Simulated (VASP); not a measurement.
**NbAu: single point with PBE**

NbAu:

```xyz
6
Lattice="5.5829 0.0000 0.0000 -2.7914 4.8349 0.0000 0.0000 0.0000 4.8014" Properties=species:S:1:pos:R:3 pbc="T T T"
Nb    2.7914    0.0000    0.0000
Nb    1.3957    2.4175    0.0000
Nb   -1.3957    2.4175    0.0000
Au    0.0000    0.0000    0.0000
Au    0.0000    3.2233    2.4007
Au    2.7914    1.6116    2.4007
```

| Item | Value |
| --- | --- |
| Program | VASP 6.6.1 |
| Task | single point |
| Functional | PBE |
| Potentials or basis | VASP PAW PBE potentials, release 64 (Nb_sv, Au) |
| Cutoff | 520 eV |
| k mesh | 12 × 12 × 8 |
| Occupations | gaussian, width 0.1 eV |
| Spin | no spin polarisation |

The pressure is -0.3 GPa and the band gap on the k mesh is zero (bands 36 and 37 overlap by 1.18 eV).

Levels at points of the mesh, in eV from the Fermi level:
```csv
k point,band 34,band 35,band 36,band 37,band 38,band 39
"(0.00, 0.00, 0.00)",0.26,0.39,0.39,0.83,0.83,1.02
"(0.50, 0.00, 0.00)",-1.14,-0.49,-0.24,-0.23,0.27,0.50
"(0.00, 0.00, 0.50)",-0.71,-0.02,-0.02,2.39,2.59,2.89
"(0.50, 0.00, 0.50)",-0.74,-0.59,-0.53,0.28,0.54,0.60
```

Wall time 31 min on 1 thread of Intel(R) Xeon(R) Platinum 8259CL CPU @ 2.50GHz (Skylake/Cascade Lake) (shared host), peak memory 0.55 GiB.

Caveat: spin-orbit coupling is left out, which moves the levels of the heavy elements.
